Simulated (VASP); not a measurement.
Input of a VASP 6.6.1 run:

Contents of INCAR:

```
SYSTEM = SnO
ALGO     = Normal         ! electronic algorithm
EDIFF    = 1E-6           ! SCF threshold, eV
ENCUT    = 520            ! plane-wave cutoff, eV
GGA      = PE             ! functional
ISIF     = 2              ! what is computed and relaxed
ISMEAR   = 0              ! smearing method
LASPH    = .True.         ! aspherical terms in the spheres
LCHARG   = .False.        ! write CHGCAR
LREAL    = .False.        ! projectors in reciprocal space
LWAVE    = .False.        ! write WAVECAR
NBANDS   = 28             ! bands
NELM     = 80             ! most SCF steps
PREC     = Accurate       ! precision mode
SIGMA    = 0.01           ! smearing width, eV
```

KPOINTS

```
k-points
0
Gamma
  6 6 4
  0 0 0
```

POSCAR

```
SnO
1.0
    4.1254993210      0.0000000000      0.0000000000
   -2.0627496605      3.5727872153      0.0000000000
    0.0000000000      0.0000000000      5.1854029602
Sn O
2 2
Direct
    0.3333333333      0.6666666667      0.2500000000
    0.6666666667      0.3333333333      0.7500000000
    0.6666666667      0.3333333333      0.2500000000
    0.3333333333      0.6666666667      0.7500000000
```

Potentials or basis: VASP PAW PBE potentials, release 64 (Sn_d, O).

The run is started by

```sh
$ cat potpaw_PBE.64/Sn_d/POTCAR potpaw_PBE.64/O/POTCAR > POTCAR
$ mpirun -np 1 vasp_std > vasp.out
```

Estimate the band gap on the k mesh.

0.41 eV, direct.

What does it give for the pressure?

2.5 GPa.

Stress tensor (GPa, compression positive):
```
2.57 0.00 0.00
0.00 2.57 0.00
0.00 0.00 2.24
```

Caveat: spin-orbit coupling is left out, which moves the levels of the heavy elements. A hybrid or GW would open this gap; PBE tends to underestimate it.
